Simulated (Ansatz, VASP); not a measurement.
**Mo: VASP beside Ansatz**

```
Mo
1.0
     0.00000    1.79525    2.53849
     1.79525    0.00000    2.53849
     1.79525    1.79525    0.00000
Mo
1
Direct
  0.00000 0.00000 0.00000
```

Alike in both runs: task single point; functional LDA; k mesh 22 × 22 × 22; occupations gaussian, width 0.15 eV; no spin polarisation.

|  | VASP | Ansatz |
| --- | --- | --- |
| version | VASP 6.6.1 | Ansatz 0.2.0 |
| potentials or method | VASP PAW LDA potentials, release 64 (Mo_sv), cutoff 520 eV | scalar-relativistic, plane waves, PAW |
| valence electrons in the cell | 14 | 14 |

```tsv
	VASP	Ansatz	Ansatz less VASP
gap on the k mesh at the Fermi level (eV)	none	none	-
pressure (GPa)	-8.8	-9.9	-1.09
traceless stress, the component that is largest in VASP (GPa)	-20.18	-19.89	+0.293
```

LDA's correlation is that of Perdew and Zunger in VASP and of Perdew and Wang (1992) in Ansatz. A gap of «none» marks a metal or a gap that the smearing closes.
